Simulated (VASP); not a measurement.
Wanted: the native input for a VASP 6.6.1 run.

```yaml
Task: relaxation of cell and atoms
Functional: PBE
Dispersion: D4
Potentials_or_basis: VASP PAW PBE potentials, release 64 (Nb_sv)
Cutoff: 600 eV
k_mesh: 11 × 11 × 11
Occupations: fermi-dirac, width 0.05 eV
Spin: no spin polarisation
Dipole_correction: no
Further_INCAR_settings: ALGO = Normal; EDIFF = 1e-07; IBRION = 2; EDIFFG = -0.01; NSW = 60; ISIF = 3
```

The structure of Nb lies in POSCAR:

```
Nb
1.0
    0.0000000000      2.1150000000      2.1150000000
    2.1150000000      0.0000000000      2.1150000000
    2.1150000000      2.1150000000      0.0000000000
Nb
1
Direct
    0.0000000000      0.0000000000      0.0000000000
```

This isn't the form of Nb at room conditions, which is bcc.

These files were run (other wordings do the same):

INCAR

```
SYSTEM = Nb
PREC     = Accurate       ! precision mode
ENCUT    = 600            ! plane-wave cutoff, eV
EDIFF    = 1E-7           ! SCF threshold, eV
ISMEAR   = -1             ! smearing method
SIGMA    = 0.05           ! smearing width, eV
LREAL    = .False.        ! projectors in reciprocal space
LASPH    = .True.         ! aspherical terms in the spheres
NELM     = 100            ! most SCF steps
ALGO     = Normal         ! electronic algorithm
ISIF     = 3              ! what is computed and relaxed
LWAVE    = .False.        ! write WAVECAR
LCHARG   = .False.        ! write CHGCAR
GGA      = PE             ! functional
IVDW     = 13             ! dispersion correction
IBRION   = 2              ! ionic algorithm
NSW      = 60             ! ionic steps
EDIFFG   = -0.01          ! ionic threshold
```

KPOINTS

```
Automatic mesh
0
Gamma
  11 11 11
  0 0 0
```

Potentials or basis: VASP PAW PBE potentials, release 64 (Nb_sv).

Launch:

```sh
$ cat potpaw_PBE.64/Nb_sv/POTCAR > POTCAR
$ mpirun -np 1 vasp_std > vasp.out
```

Results of the run:

| Quantity | Value |
| --- | --- |
| Relaxed volume | 18.38 Å³/atom |
| Relaxed cell | a = 2.962 Å, b = 2.962 Å, c = 2.962 Å, α = 60.00°, β = 60.00°, γ = 60.00° |
| Space group after relaxing (to 0.1 Å) | Fm-3m (No. 225) |
| Energy gained by relaxing | 8.5 meV/atom |
| Ionic steps | 3 |
| Pressure after relaxing | -0.1 GPa |
| Band gap on the k mesh | zero (an odd number of electrons rules out a gap without spin polarisation) |
| Dispersion energy per atom | -0.328 eV |

Run time: 23 s on 1 thread of Intel(R) Xeon(R) Platinum 8375C CPU @ 2.90GHz (Ice Lake), on a shared host, peak memory 0.15 GiB.
